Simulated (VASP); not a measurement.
# Zn (P6_3/mmc) in VASP: a series of runs

The runs below take Zn through single point, with PBEsol.

Everything below comes from runs of VASP 6.6.1. Logs are shortened: lines on timing, memory, paths and dates and some standing lists are left out, and cuts for length are marked.

### Step 1. The cell of the first run

The structure is hexagonal, space group P6_3/mmc (No. 194). Conventional cell: a = 2.556 Å, b = 2.556 Å, c = 4.389 Å, α = 90.00°, β = 90.00°, γ = 120.00°. Zn (site symmetry -6m2) has 12 Zn at 2.56 to 2.64 Å within 3.4 Å.

### Step 2. Single point, PBEsol

Input file INCAR:

```
SYSTEM = Zn
ALGO = Normal ; EDIFF = 1E-6
ENCUT = 520 ; GGA = PS
ISIF = 2 ; ISMEAR = -1
LASPH = .TRUE. ; LCHARG = .FALSE.
LREAL = .FALSE. ; LWAVE = .FALSE.
NBANDS = 19 ; NELM = 80
PREC = Accurate ; SIGMA = 0.1
```

Input file KPOINTS:

```
k-points
0
G
  20 20 10
  0 0 0
```

Input file POSCAR:

```
Zn
1.0
    2.5557750912      0.0000000000      0.0000000000
   -1.2778875456      2.2133661554      0.0000000000
    0.0000000000      0.0000000000      4.3887902660
Zn
2
Direct
    0.3333333333      0.6666666667      0.2500000000
    0.6666666667      0.3333333333      0.7500000000
```

Potentials or basis: VASP PAW PBE potentials, release 64 (Zn).

Started as:

```sh
cat potpaw_PBE.64/Zn/POTCAR > POTCAR
mpirun -np 1 vasp_std > vasp.out
```

OUTCAR:

```text
SYSTEM = Zn
   EDIFF = 1E-6
   ENCUT = 520
   GGA = PS
   ISIF = 2
   ISMEAR = -1
   LASPH = .TRUE.
   LREAL = .FALSE.
   NELM = 80
   PREC = Accurate

 ion  position               nearest neighbor table
   1  0.333  0.667  0.250-   2 2.64   2 2.64   2 2.64   2 2.64   2 2.64   2 2.64
   2  0.667  0.333  0.750-   1 2.64   1 2.64   1 2.64   1 2.64   1 2.64   1 2.64

  LATTYP: Found a hexagonal cell.
 ALAT       =     2.5557750912
 C/A-ratio  =     1.7172051958

  Lattice vectors:

 A1 = (   2.5557750912,   0.0000000000,   0.0000000000)
 A2 = (  -1.2778875456,   2.2133661554,   0.0000000000)
 A3 = (   0.0000000000,   0.0000000000,   4.3887902660)

Analysis of symmetry for initial positions (statically):
=====================================================================
 Subroutine PRICEL returns:
 Original cell was already a primitive cell.

 Routine SETGRP: Setting up the symmetry group for a
 hexagonal supercell.

 Subroutine GETGRP returns: Found 24 space group operations
 (whereof 12 operations were pure point group operations)
 out of a pool of 24 trial point group operations.

The static configuration has the point symmetry D_3d.
 The point group associated with its full space group is D_6h.

Analysis of symmetry for dynamics (positions and initial velocities):
=====================================================================
 Subroutine PRICEL returns:
 Original cell was already a primitive cell.

 Routine SETGRP: Setting up the symmetry group for a
 hexagonal supercell.

 Subroutine GETGRP returns: Found 24 space group operations
 (whereof 12 operations were pure point group operations)
 out of a pool of 24 trial point group operations.

The dynamic configuration has the point symmetry D_3d.
 The point group associated with its full space group is D_6h.

 Subroutine INISYM returns: Found 24 space group operations
 (whereof 12 operations are pure point group operations),
 and found     1 'primitive' translations

----------------------------------------------------------------------------------------

                                     Primitive cell

  volume of cell :      24.8268

  direct lattice vectors                    reciprocal lattice vectors
     2.555775091  0.000000000  0.000000000     0.391270736  0.225900265  0.000000000
    -1.277887546  2.213366155  0.000000000     0.000000000  0.451800529  0.000000000
     0.000000000  0.000000000  4.388790266     0.000000000  0.000000000  0.227853221

  length of vectors
[... 76 lines left out ...]
   ISPIN  =      1    spin polarized calculation?
   LNONCOLLINEAR =      F non collinear calculations
   LSORBIT =      F    spin-orbit coupling
   LASPH  =      T    aspherical Exc in radial PAW
   ENCUT  =  520.0 eV  38.22 Ry    6.18 a.u.   4.75  4.75  8.16*2*pi/ulx,y,z
   NELM   =     80;   NELMIN=  2; NELMDL= -5     # of ELM steps
   EDIFF  = 0.1E-05   stopping-criterion for ELM
   LREAL  =      F    real-space projection
   EDIFFG = 0.1E-04   stopping-criterion for IOM
   NSW    =      0    number of steps for IOM
[... 5 lines left out ...]
   TEBEG  =    0.0;   TEEND  =   0.0 temperature during run
   PSTRESS=    0.0 pullay stress
   NELECT =      24.0000    total number of electrons
   NUPDOWN=      -1.0000    fix difference up-down
   EMIN   =  10.00;   EMAX   =-10.00  energy-range for DOS
   EFERMI =   0.00;   METHOD = LEGACY
   ISMEAR =    -1;   SIGMA  =   0.10  broadening in eV -4-tet -1-fermi 0-gaus
   EFERMI_NEDOS =   21; number of points for ismear=-14 and -15
   IALGO  =     38    algorithm
   IMIX   =      4    mixing-type and parameters
     AMIX     =   0.40;   BMIX     =  1.00
     AMIX_MAG =   1.60;   BMIX_MAG =  1.00
  volume/ion in A,a.u.               =      12.41        83.77
  Fermi-wavevector in a.u.,A,eV,Ry     =   1.618720  3.058937 35.650716  2.620254
  Thomas-Fermi vector in A             =   2.712937
   LORBIT       =      0    0 simple, 1 ext, 2 COOP (PROOUT), +10 PAW based schemes
   GGA     = PS    functional components
   LHFCALC =     F    Hartree Fock is set to
   AEXX    =    0.0000 exact exchange contribution
   IVDW    =     0    specifies the selected vdW correction
   LEPSILON=     F    determine dielectric tensor
   LRPA    =     F    only Hartree local field effects (RPA)
 non-spin polarized calculation
  energy-cutoff  :      520.00
  volume of cell :       24.83
 maximum number of plane-waves:       689
 NGX is ok and might be reduce to    20
   NGX =  9   NGY =  9   NGZ = 17

 number of electron      23.9999972 magnetization

 Free energy of the ion-electron system (eV)
  ---------------------------------------------------
  ext. energy  EPLUGINS =         0.00000000
  ---------------------------------------------------
  free energy    TOTEN  =        -3.03074564 eV

  energy without entropy =       -3.02167995  energy(sigma->0) =       -3.02621279

 E-fermi :   4.7142     XC(G=0): -12.8239

 val. band max:        4.6664408991   @ k =   0.2500   0.2000   0.1000
 cond. band min:       4.7272100058   @ k =   0.3500   0.3000   0.5000
 fundamental gap:      0.0607691067
 Fermi energy:         4.7141809242

 k-point     1 :       0.0000    0.0000    0.0000
  band No.  band energies     occupation
      1      -7.6280      2.00000
      2      -4.9573      2.00000
      3      -3.8752      2.00000
      4      -3.7025      2.00000
      5      -3.7025      2.00000
      6      -3.5953      2.00000
[... 505 lines left out ...]
      6      -3.6519      2.00000
[... 11 lines left out ...]
     18      21.4238      0.00000
     19      21.5648      0.00000

 [... further k-points ...]

------------------------ aborting loop because EDIFF is reached ----------------------------------------

  FORCE on cell =-STRESS in cart. coord.  units (eV):
  Direction    XX          YY          ZZ          XY          YZ          ZX
  --------------------------------------------------------------------------------------
  -------------------------------------------------------------------------------------
  Total        2.4476636      2.4476636      2.4183083      0.0000000      0.0000000      0.0000000
  in kB      157.9579860    157.9579860    156.0635628      0.0000000      0.0000000      0.0000000
  external PRESSURE =     157.3265116 kB  Pullay stress =       0.0000000 kB

 VOLUME and BASIS-vectors are now :
 -----------------------------------------------------------------------------
  energy-cutoff  :      520.00
  volume of cell :       24.83
      direct lattice vectors                 reciprocal lattice vectors
     2.555775091  0.000000000  0.000000000     0.391270736  0.225900265  0.000000000
    -1.277887546  2.213366155  0.000000000     0.000000000  0.451800529  0.000000000
     0.000000000  0.000000000  4.388790266     0.000000000  0.000000000  0.227853221

 POSITION                                       TOTAL-FORCE (eV/Angst)
 -----------------------------------------------------------------------------------
     -0.00000      1.47558      1.09720        -0.000000      0.000000     -0.000000
      1.27789      0.73779      3.29159         0.000000     -0.000000      0.000000
 -----------------------------------------------------------------------------------
    total drift:                                0.000000     -0.000000      0.000000

  FREE ENERGIE OF THE ION-ELECTRON SYSTEM (eV)
  ---------------------------------------------------
  free  energy   TOTEN  =        -3.0307456360 eV

  energy  without entropy=       -3.0216799462  energy(sigma->0) =       -3.02621279
```

OSZICAR:

```text
N       E                     dE             d eps       ncg     rms          rms(c)
DAV:   1     0.108341466963E+03    0.10834E+03   -0.12310E+04 10720   0.211E+03
DAV:   2     0.133359168384E+01   -0.10701E+03   -0.10335E+03 10126   0.297E+02
DAV:   3    -0.343466587595E+01   -0.47683E+01   -0.47473E+01 11142   0.691E+01
DAV:   4    -0.345853363083E+01   -0.23868E-01   -0.23863E-01 10965   0.496E+00
DAV:   5    -0.345855664115E+01   -0.23010E-04   -0.23010E-04 10967   0.140E-01    0.654E+00
DAV:   6    -0.306419182617E+01    0.39436E+00   -0.13456E+00 11111   0.271E+01    0.435E+00
DAV:   7    -0.304106779431E+01    0.23124E-01   -0.52586E-02 12697   0.410E+00    0.219E+00
DAV:   8    -0.303079244078E+01    0.10275E-01   -0.19107E-03 14369   0.760E-01    0.599E-02
DAV:   9    -0.303074279269E+01    0.49648E-04   -0.22097E-04 14034   0.195E-01    0.262E-02
DAV:  10    -0.303074571972E+01   -0.29270E-05   -0.18090E-05 11014   0.387E-02    0.286E-03
DAV:  11    -0.303074563599E+01    0.83727E-07   -0.56153E-07  6519   0.891E-03
   1 F= -.30307456E+01 E0= -.30262128E+01  d E =-.906569E-02
```

stdout:

```text
POSCAR found type information on POSCAR Zn
 POSCAR found :  1 types and       2 ions
 scaLAPACK will be used
 -----------------------------------------------------------------------------
|                                                                             |
|                                                                             |
|     You enforced a specific xc type in the INCAR file but a different       |
|     I HOPE YOU KNOW WHAT YOU ARE DOING!                                     |
|                                                                             |
 -----------------------------------------------------------------------------

 LDA part: xc-table for (Slater+PW92), standard interpolation
 POSCAR, INCAR and KPOINTS ok, starting setup
 FFT: planning ... GRIDC
 FFT: planning ... GRID_SOFT
 FFT: planning ... GRID
 WAVECAR not read
 entering main loop
```

It took 2.2 min on 1 thread of AMD EPYC 7R13, shared host; peak memory 0.19 GiB.

Results:

- Free energy: -3.0307 eV
- Pressure: 15.7 GPa
- Band gap on the k mesh: zero (bands 12 and 13 overlap by 3.67 eV)

Levels at points of the mesh, in eV from the Fermi level:
```csv
k point,band 8,band 9,band 10,band 11,band 12,band 13,band 14,band 15,band 16,band 17
"(0.00, 0.00, 0.00)",-8.01,-8.01,-7.58,-7.58,-4.45,-1.96,18.27,18.27,18.53,19.40
"(0.50, 0.00, 0.00)",-7.53,-7.44,-7.39,-3.97,-2.84,3.59,3.67,5.78,6.28,10.03
"(0.00, 0.00, 0.50)",-8.42,-7.73,-7.73,-7.73,-7.73,6.91,6.91,20.03,20.03,20.03
"(0.50, 0.00, 0.50)",-7.60,-7.41,-7.41,-2.86,-2.86,0.17,0.17,12.52,12.52,12.69
```

Caveat: the cell stands under pressure; the PAW data sets were made with another functional, which shifts forces and pressure a little.

### Step 3. Single point, PBEsol

This run uses another cell than the first one, of 12.83 Å³/atom.

Input file INCAR:

```
SYSTEM = Zn
  PREC = Accurate
  ENCUT = 520
  EDIFF = 1E-6
  ISMEAR = -1
  SIGMA = 0.1
  LREAL = .False.
  LASPH = .True.
  NELM = 60
  ALGO = Normal
  ISIF = 2
  LWAVE = .False.
  LCHARG = .False.
  GGA = PS
  NBANDS = 19
```

Input file KPOINTS:

```
Automatic mesh
0
Gamma
  20 20 10
  0 0 0
```

Input file POSCAR:

```
Zn
1.0
    2.5788932796      0.0000000000      0.0000000000
   -1.2894466398      2.2333870938      0.0000000000
    0.0000000000      0.0000000000      4.4559119776
Zn
2
Direct
    0.3333333333      0.6666666667      0.2500000000
    0.6666666667      0.3333333333      0.7500000000
```

Potentials or basis: VASP PAW PBE potentials, release 64 (Zn).

Started as:

```sh
cat potpaw_PBE.64/Zn/POTCAR > POTCAR
mpirun -np 1 vasp_std > vasp.out
```

Wall time 2.6 min (1 thread of AMD EPYC 7R13, shared host); peak memory 0.19 GiB.

It converged, with:

| Quantity | Value |
| --- | --- |
| Free energy | -3.0992 eV |
| Pressure | 10.7 GPa |
| Band gap on the k mesh | zero (bands 12 and 13 overlap by 3.78 eV) |

Stress tensor (GPa, compression positive):
```
10.74  0.00  0.00
 0.00 10.74  0.00
 0.00  0.00 10.56
```

Levels at points of the mesh, in eV from the Fermi level:
```
           k point  band 9  band 10  band 11  band 12  band 13  band 14  band 15  band 16
(0.00, 0.00, 0.00)   -7.87    -7.47    -7.47    -4.27    -2.07    17.92    17.99    17.99
(0.50, 0.00, 0.00)   -7.33    -7.29    -3.79    -2.76     3.47     3.64     5.53     6.19
(0.00, 0.00, 0.50)   -7.61    -7.61    -7.61    -7.61     6.64     6.64    19.69    19.69
(0.50, 0.00, 0.50)   -7.31    -7.31    -2.69    -2.69     0.14     0.14    12.34    12.34
```

Caveat: the cell stands under pressure; the PAW data sets were made with another functional, which shifts forces and pressure a little.

### Step 4. Single point, PBEsol

This run uses another cell than the first one, of 13.13 Å³/atom.

Input file INCAR:

```
SYSTEM = Zn
  ALGO = Normal
  EDIFF = 1E-7
  ENCUT = 520
  GGA = PS
  ISIF = 2
  ISMEAR = -1
  LASPH = .TRUE.
  LCHARG = .FALSE.
  LREAL = .FALSE.
  LWAVE = .FALSE.
  NBANDS = 19
  NELM = 100
  PREC = Accurate
  SIGMA = 0.1
```

Input file KPOINTS:

```
k-points
0
G
  20 20 10
  0 0 0
```

Input file POSCAR:

```
Zn
1.0
    2.5943517686      0.0000000000      0.0000000000
   -1.2971758843      2.2467745380      0.0000000000
    0.0000000000      0.0000000000      4.5042523777
Zn
2
Direct
    0.3333333333      0.6666666667      0.2500000000
    0.6666666667      0.3333333333      0.7500000000
```

Started as:

```sh
cat potpaw_PBE.64/Zn/POTCAR > POTCAR
mpirun -np 1 vasp_std > vasp.out
```

Wall time 3 min (1 thread of AMD EPYC 7R13, shared host); peak memory 0.19 GiB.

The run converged. Its results:

```
Free energy            : -3.1327 eV
Pressure               : 7.6 GPa
Band gap on the k mesh : zero (bands 12 and 13 overlap by 3.85 eV)
```

Stress tensor (GPa, compression positive):
```
7.67 0.00 0.00
0.00 7.67 0.00
0.00 0.00 7.48
```

Levels at points of the mesh, in eV from the Fermi level:
```
           k point  band 10  band 11  band 12  band 13  band 14  band 15
(0.00, 0.00, 0.00)    -7.40    -7.40    -4.16    -2.15    17.49    17.81
(0.50, 0.00, 0.00)    -7.22    -3.67    -2.70     3.39     3.63     5.36
(0.00, 0.00, 0.50)    -7.54    -7.54    -7.54     6.44     6.44    19.46
(0.50, 0.00, 0.50)    -7.24    -2.58    -2.58     0.12     0.12    12.09
```

Caveat: the cell stands under pressure; the PAW data sets were made with another functional, which shifts forces and pressure a little.

### Step 5. Overview

| cell | gap on the mesh (eV) | pressure (GPa) |
| --- | --- | --- |
| a = 2.556, b = 2.556, c = 4.389 Å, angles 90.0, 90.0, 120.0°, 2 atoms | none | 15.7 |
| a = 2.579, b = 2.579, c = 4.456 Å, angles 90.0, 90.0, 120.0°, 2 atoms | none | 10.7 |
| a = 2.594, b = 2.594, c = 4.504 Å, angles 90.0, 90.0, 120.0°, 2 atoms | none | 7.6 |

Alike in all rows: task single point; level PBEsol; potentials or basis VASP PAW PBE potentials, release 64 (Zn); no spin polarisation; k mesh 20 × 20 × 10; cutoff (eV) 520; smearing fermi-dirac 0.1 eV.

Caveats: the cell stands under pressure; the PAW data sets were made with another functional, which shifts forces and pressure a little.

Total energies depend on the potentials used, so only differences within one code and one set of settings carry meaning.

The gap in the log of VASP goes by the Fermi energy; the results here count the filled bands.